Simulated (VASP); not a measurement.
# Si (P6_3/mmc) in VASP: further runs, part 2 of 2

VASP 6.6.1.

### 5 Single point, PBE (c/a of the conventional cell at fixed volume 1.5668)

INCAR

```
ALGO = Normal ; EDIFF = 1E-7
ENCUT = 520 ; GGA = PE
ISIF = 2 ; ISMEAR = 0
LASPH = T ; LCHARG = F
LREAL = F ; LWAVE = F
NBANDS = 16 ; NELM = 80
PREC = Accurate ; SIGMA = 0.05
```

KPOINTS

```
k-points
0
Gamma
  12 12 6
```

POSCAR

```
Si
1.0
    3.9202120069      0.0000000000      0.0000000000
   -1.9601060035      3.3950031862      0.0000000000
    0.0000000000      0.0000000000      6.1421881724
Si
4
Direct
    0.3333333333      0.6666666667      0.0817861204
    0.6666666667      0.3333333333      0.5817861204
    0.3333333333      0.6666666667      0.4182138796
    0.6666666667      0.3333333333      0.9182138796
```

The run is started by

```sh
> cat potpaw_PBE.64/Si/POTCAR > POTCAR
> mpirun -np 1 vasp_std > vasp.out
```

It took 57 s on 1 thread of Intel Xeon 6975P-C (Granite Rapids), shared host; peak memory 0.23 GiB.

Results (log left out):

```yaml
Free_energy: -20.2346 eV
Pressure: 5.1 GPa
Largest_force: 5.463 eV/Å
Band_gap_on_the_k_mesh: zero (band 8 reaches 6.53 eV, above the bottom of band 9 at 5.92 eV)
```

Forces in eV/Å, atoms in the order of the input:
```
Si   0.000  0.000 -5.463
Si   0.000  0.000 -5.463
Si   0.000  0.000  5.463
Si   0.000  0.000  5.463
```

Stress tensor (GPa, compression positive):
```
-7.43  0.00  0.00
 0.00 -7.43  0.00
 0.00  0.00 30.05
```

Levels at points of the mesh, in eV from the Fermi level:
```csv
k point,band 6,band 7,band 8,band 9,band 10,band 11
"(0.00, 0.00, 0.00)",-1.70,0.42,0.42,0.60,1.00,1.00
"(0.50, 0.00, 0.00)",-3.90,-3.33,-0.96,0.25,1.58,1.84
"(0.00, 0.00, 0.50)",-1.18,-1.18,-1.18,1.60,1.60,2.65
"(0.50, 0.00, 0.50)",-2.94,-2.53,-2.53,0.47,0.47,1.98
```

Caveat: forces of over 1 eV/Å act on the atoms, so gaps and moduli don't describe the material at rest.

### 6 Single point, PBE (c/a of the conventional cell at fixed volume 1.7386)

INCAR

```
PREC = Accurate
ENCUT = 520
EDIFF = 1E-7
ISMEAR = 0
SIGMA = 0.05
LREAL = F
LASPH = T
NELM = 80
ALGO = Normal
ISIF = 2
LWAVE = F
LCHARG = F
GGA = PE
NBANDS = 16
```

KPOINTS

```
Automatic mesh
0
Gamma
  12 12 6
```

POSCAR

```
Si
1.0
    3.7865833161      0.0000000000      0.0000000000
   -1.8932916580      3.2792773453      0.0000000000
    0.0000000000      0.0000000000      6.5833537533
Si
4
Direct
    0.3333333333      0.6666666667      0.0440780254
    0.6666666667      0.3333333333      0.5440780254
    0.3333333333      0.6666666667      0.4559219746
    0.6666666667      0.3333333333      0.9559219746
```

Potentials or basis: VASP PAW PBE potentials, release 64 (Si).

The run is started by

```sh
> cat potpaw_PBE.64/Si/POTCAR > POTCAR
> mpirun -np 1 vasp_std > vasp.out
```

OUTCAR:

```text
PREC = Accurate
   ENCUT = 520
   EDIFF = 1E-7
   ISMEAR = 0
   LREAL = F
   LASPH = T
   NELM = 80
   ISIF = 2
   GGA = PE

 ion  position               nearest neighbor table
   1  0.333  0.667  0.044-   4 2.26   4 2.26   4 2.26   3 2.71
   2  0.667  0.333  0.544-   3 2.26   3 2.26   3 2.26   4 2.71
   3  0.333  0.667  0.456-   2 2.26   2 2.26   2 2.26   1 2.71
   4  0.667  0.333  0.956-   1 2.26   1 2.26   1 2.26   2 2.71

  LATTYP: Found a hexagonal cell.
 ALAT       =     3.7865833161
 C/A-ratio  =     1.7386000000

  Lattice vectors:

 A1 = (   3.7865833161,   0.0000000000,   0.0000000000)
 A2 = (  -1.8932916580,   3.2792773453,   0.0000000000)
 A3 = (   0.0000000000,   0.0000000000,   6.5833537533)

Analysis of symmetry for initial positions (statically):
=====================================================================
 Subroutine PRICEL returns:
 Original cell was already a primitive cell.

 Routine SETGRP: Setting up the symmetry group for a
 hexagonal supercell.

 Subroutine GETGRP returns: Found 24 space group operations
 (whereof 12 operations were pure point group operations)
 out of a pool of 24 trial point group operations.

The static configuration has the point symmetry D_3d.
 The point group associated with its full space group is D_6h.

Analysis of symmetry for dynamics (positions and initial velocities):
=====================================================================
 Subroutine PRICEL returns:
 Original cell was already a primitive cell.

 Routine SETGRP: Setting up the symmetry group for a
 hexagonal supercell.

 Subroutine GETGRP returns: Found 24 space group operations
 (whereof 12 operations were pure point group operations)
 out of a pool of 24 trial point group operations.

The dynamic configuration has the point symmetry D_3d.
 The point group associated with its full space group is D_6h.

 Subroutine INISYM returns: Found 24 space group operations
 (whereof 12 operations are pure point group operations),
 and found     1 'primitive' translations

----------------------------------------------------------------------------------------

                                     Primitive cell

  volume of cell :      81.7472

  direct lattice vectors                    reciprocal lattice vectors
     3.786583316  0.000000000  0.000000000     0.264090320  0.152472617  0.000000000
    -1.893291658  3.279277345  0.000000000     0.000000000  0.304945235  0.000000000
     0.000000000  0.000000000  6.583353753     0.000000000  0.000000000  0.151898263

  length of vectors
     3.786583316  3.786583316  6.583353753     0.304945235  0.304945235  0.151898263

  position of ions in fractional coordinates (direct lattice)
     0.333333333  0.666666667  0.044078025
     0.666666667  0.333333333  0.544078025
     0.333333333  0.666666667  0.455921975
     0.666666667  0.333333333  0.955921975

  ion indices of the primitive-cell ions
   primitive index   ion index
                 1           1
                 2           2
                 3           3
                 4           4

----------------------------------------------------------------------------------------

 KPOINTS: Automatic mesh

Automatic generation of k-mesh.
 Grid dimensions read from file:
 generate k-points for:   12   12    6

 Generating k-lattice:

  Cartesian coordinates                     Fractional coordinates (reciprocal lattice)
     0.022007527  0.012706051  0.000000000     0.083333333  0.000000000  0.000000000
     0.000000000  0.025412103  0.000000000     0.000000000  0.083333333  0.000000000
     0.000000000  0.000000000  0.025316377     0.000000000  0.000000000  0.166666667

  Length of vectors
     0.025412103  0.025412103  0.025316377

  Shift w.r.t. Gamma in fractional coordinates (k-lattice)
     0.000000000  0.000000000  0.000000000

 Subroutine IBZKPT returns following result:
 ===========================================

 Found     76 irreducible k-points:

 Following reciprocal coordinates:
            Coordinates               Weight
  0.000000  0.000000  0.000000      1.000000
  0.083333  0.000000  0.000000      6.000000
  0.166667 -0.000000  0.000000      6.000000
  0.250000  0.000000  0.000000      6.000000
  0.333333 -0.000000  0.000000      6.000000
  0.416667 -0.000000  0.000000      6.000000
[... 16 lines left out ...]
  0.250000  0.000000  0.166667     12.000000
  0.333333 -0.000000  0.166667     12.000000
 [... further k-points ...]
   k-points           NKPTS =     76   k-points in BZ     NKDIM =     76   number of bands    NBANDS=     16
   number of dos      NEDOS =    301   number of ions     NIONS =      4
   total plane-waves  NPLWV =  39200
   dimension x,y,z NGX =    28 NGY =   28 NGZ =   50
   dimension x,y,z NGXF=    56 NGYF=   56 NGZF=  100
   ions per type =               4
   NGX,Y,Z   is equivalent  to a cutoff of  12.29, 12.29, 12.63 a.u.
   NGXF,Y,Z  is equivalent  to a cutoff of  24.59, 24.59, 25.25 a.u.
 SYSTEM =  unknown system
   PREC   = accura    normal or accurate (medium, high low for compatibility)
   ISTART =      0    job   : 0-new  1-cont  2-samecut
   ICHARG =      2    charge: 1-file 2-atom 10-const
   ISPIN  =      1    spin polarized calculation?
   LNONCOLLINEAR =      F non collinear calculations
   LSORBIT =      F    spin-orbit coupling
   LASPH  =      T    aspherical Exc in radial PAW
   ENCUT  =  520.0 eV  38.22 Ry    6.18 a.u.   7.04  7.04 12.24*2*pi/ulx,y,z
   NELM   =     80;   NELMIN=  2; NELMDL= -5     # of ELM steps
   EDIFF  = 0.1E-06   stopping-criterion for ELM
   LREAL  =      F    real-space projection
   EDIFFG = 0.1E-05   stopping-criterion for IOM
   NSW    =      0    number of steps for IOM
   IBRION =     -1    ionic relax: 0-MD 1-quasi-New 2-CG
   NFREE  =      0    steps in history (QN), initial steepest desc. (CG)
   ISIF   =      2    stress and relaxation
   ISYM   =      2    0-nonsym 1-usesym 2-fastsym
   POTIM  = 0.5000    time-step for ionic-motion
   TEBEG  =    0.0;   TEEND  =   0.0 temperature during run
   PSTRESS=    0.0 pullay stress
   NELECT =      16.0000    total number of electrons
   NUPDOWN=      -1.0000    fix difference up-down
   EMIN   =  10.00;   EMAX   =-10.00  energy-range for DOS
   EFERMI =   0.00;   METHOD = LEGACY
   ISMEAR =     0;   SIGMA  =   0.05  broadening in eV -4-tet -1-fermi 0-gaus
   EFERMI_NEDOS =   21; number of points for ismear=-14 and -15
   IALGO  =     38    algorithm
   IMIX   =      4    mixing-type and parameters
     AMIX     =   0.40;   BMIX     =  1.00
     AMIX_MAG =   1.60;   BMIX_MAG =  1.00
  volume/ion in A,a.u.               =      20.44       137.91
  Fermi-wavevector in a.u.,A,eV,Ry     =   0.950511  1.796206 12.292475  0.903471
  Thomas-Fermi vector in A             =   2.078895
   LORBIT       =      0    0 simple, 1 ext, 2 COOP (PROOUT), +10 PAW based schemes
   GGA     = PE    functional components
   LHFCALC =     F    Hartree Fock is set to
   AEXX    =    0.0000 exact exchange contribution
   IVDW    =     0    specifies the selected vdW correction
   LEPSILON=     F    determine dielectric tensor
   LRPA    =     F    only Hartree local field effects (RPA)
 non-spin polarized calculation
 Gauss-broadening in eV      SIGMA  =   0.05
  energy-cutoff  :      520.00
  volume of cell :       81.75
 maximum number of plane-waves:      2220
   NGX = 15   NGY = 15   NGZ = 25

 number of electron      16.0000000 magnetization

 Free energy of the ion-electron system (eV)
  ---------------------------------------------------
  ext. energy  EPLUGINS =         0.00000000
  ---------------------------------------------------
  free energy    TOTEN  =       -20.84832675 eV

  energy without entropy =      -20.84782645  energy(sigma->0) =      -20.84807660

 E-fermi :   6.3100     XC(G=0):  -9.3213

 val. band max:        6.2896670816   @ k =   0.4167  -0.0000   0.0000
 cond. band min:       6.3589128528   @ k =   0.4167  -0.0000   0.1667
 fundamental gap:      0.0692457712
 Fermi energy:         6.3099701913

 k-point     1 :       0.0000    0.0000    0.0000
  band No.  band energies     occupation
      1      -6.3627      2.00000
      2      -4.7834      2.00000
      3      -0.3894      2.00000
      4       4.2251      2.00000
      5       4.2251      2.00000
      6       5.1747      2.00000
[... 8 lines left out ...]
     15       9.5119      0.00000
     16      12.4219      0.00000
[... 420 lines left out ...]
  band No.  band energies     occupation
      1      -4.9805      2.00000
      2      -3.6457      2.00000
      3      -0.7430      2.00000
      4       0.6840      2.00000
      5       1.4926      2.00000
      6       3.0094      2.00000
[... 8 lines left out ...]
     15      12.7982      0.00000
     16      12.9358      0.00000

 [... further k-points ...]
[... 5 lines left out ...]
  --------------------------------------------------------------------------------------
  -------------------------------------------------------------------------------------
  Total        5.0141943      5.0141943     -4.4479940      0.0000000      0.0000000     -0.0000000
  in kB       98.2740568     98.2740568    -87.1769988      0.0000000      0.0000000     -0.0000000
  external PRESSURE =      36.4570382 kB  Pullay stress =       0.0000000 kB

 VOLUME and BASIS-vectors are now :
 -----------------------------------------------------------------------------
  energy-cutoff  :      520.00
  volume of cell :       81.75
      direct lattice vectors                 reciprocal lattice vectors
     3.786583316  0.000000000  0.000000000     0.264090320  0.152472617  0.000000000
    -1.893291658  3.279277345  0.000000000     0.000000000  0.304945235  0.000000000
     0.000000000  0.000000000  6.583353753     0.000000000  0.000000000  0.151898263

 POSITION                                       TOTAL-FORCE (eV/Angst)
 -----------------------------------------------------------------------------------
     -0.00000      2.18618      0.29018         0.000000      0.000000      2.084998
      1.89329      1.09309      3.58186        -0.000000     -0.000000      2.084998
     -0.00000      2.18618      3.00150         0.000000     -0.000000     -2.084998
      1.89329      1.09309      6.29317        -0.000000     -0.000000     -2.084998
 -----------------------------------------------------------------------------------
    total drift:                               -0.000000      0.000000     -0.000000

  FREE ENERGIE OF THE ION-ELECTRON SYSTEM (eV)
  ---------------------------------------------------
  free  energy   TOTEN  =       -20.8483267496 eV

  energy  without entropy=      -20.8478264477  energy(sigma->0) =      -20.84807660
```

OSZICAR:

```text
N       E                     dE             d eps       ncg     rms          rms(c)
DAV:   1     0.275919496601E+02    0.27592E+02   -0.59328E+03  2432   0.817E+02
DAV:   2    -0.192851625720E+02   -0.46877E+02   -0.42531E+02  3272   0.120E+02
DAV:   3    -0.212196263770E+02   -0.19345E+01   -0.19215E+01  3296   0.230E+01
DAV:   4    -0.212421306108E+02   -0.22504E-01   -0.22499E-01  3032   0.321E+00
DAV:   5    -0.212425380177E+02   -0.40741E-03   -0.40739E-03  3312   0.409E-01    0.708E+00
DAV:   6    -0.209663878555E+02    0.27615E+00   -0.13190E-01  2888   0.174E+00    0.429E+00
DAV:   7    -0.208460463458E+02    0.12034E+00   -0.27382E-01  3016   0.258E+00    0.290E-01
DAV:   8    -0.208478598470E+02   -0.18135E-02   -0.24727E-02  2832   0.849E-01    0.156E-01
DAV:   9    -0.208481672180E+02   -0.30737E-03   -0.87629E-04  3440   0.174E-01    0.106E-01
DAV:  10    -0.208483201279E+02   -0.15291E-03   -0.21328E-04  2752   0.752E-02    0.272E-02
DAV:  11    -0.208483236785E+02   -0.35506E-05   -0.48358E-05  3208   0.356E-02    0.158E-02
DAV:  12    -0.208483247594E+02   -0.10809E-05   -0.40005E-06  3032   0.108E-02    0.125E-02
DAV:  13    -0.208483266804E+02   -0.19211E-05   -0.34083E-06  2808   0.948E-03    0.139E-03
DAV:  14    -0.208483267496E+02   -0.69174E-07   -0.50909E-08  2576   0.133E-03
   1 F= -.20848327E+02 E0= -.20848077E+02  d E =-.500302E-03
```

Run time: 50 s. Hardware: 1 thread of Intel Xeon 6975P-C (Granite Rapids), shared host; peak memory 0.22 GiB.

Results:

* Free energy: -20.8483 eV
* Pressure: 3.6 GPa
* Largest force: 2.085 eV/Å
* Band gap on the k mesh: zero (band 8 reaches 6.77 eV, above the bottom of band 9 at 6.19 eV)

Forces on the atoms (eV/Å):
```
Si   0.000  0.000  2.085
Si   0.000  0.000  2.085
Si   0.000  0.000 -2.085
Si   0.000  0.000 -2.085
```

Stress tensor (GPa, compression positive):
```
 9.83  0.00  0.00
 0.00  9.83  0.00
 0.00  0.00 -8.72
```

Levels at points of the mesh, in eV from the Fermi level:
```
           k point  band 5  band 6  band 7  band 8  band 9  band 10  band 11  band 12
(0.00, 0.00, 0.00)   -2.08   -1.14   -1.14    0.46    0.46     0.77     1.87     1.87
(0.50, 0.00, 0.00)   -4.36   -3.63   -2.64   -2.58   -0.12     1.46     2.54     3.45
(0.00, 0.00, 0.50)   -1.67   -1.67   -1.67   -1.67    1.41     1.41     2.46     2.46
(0.50, 0.00, 0.50)   -3.18   -3.18   -2.42   -2.42    0.49     0.49     0.65     0.65
```

Caveat: forces of over 1 eV/Å act on the atoms, so gaps and moduli don't describe the material at rest.

### 7 The runs side by side

```csv
cell,gap on the mesh (eV),pressure (GPa),largest force (eV/Å)
"a = 3.851, b = 3.851, c = 6.365 Å, angles 90.0, 90.0, 120.0°, 4 atoms",none,0.5,1.26
"a = 3.726, b = 3.726, c = 6.799 Å, angles 90.0, 90.0, 120.0°, 4 atoms",none,-0.7,0.72
"a = 3.787, b = 3.787, c = 6.583 Å, angles 90.0, 90.0, 120.0°, 4 atoms",none,3.6,2.08
"a = 3.920, b = 3.920, c = 6.142 Å, angles 90.0, 90.0, 120.0°, 4 atoms",none,5.1,5.46
```

Some of these runs hold the atoms at other places in the same cell, which the table doesn't show; runs alike in all that it shows share one row.

Alike in all rows: task single point; level PBE; potentials or basis VASP PAW PBE potentials, release 64 (Si); no spin polarisation; k mesh 12 × 12 × 6; cutoff (eV) 520; smearing gaussian 0.05 eV.

Caveats: forces of over 1 eV/Å act on the atoms, so gaps and moduli don't describe the material at rest (some runs).

Total energies depend on the potentials used, so only differences within one code and one set of settings carry meaning.
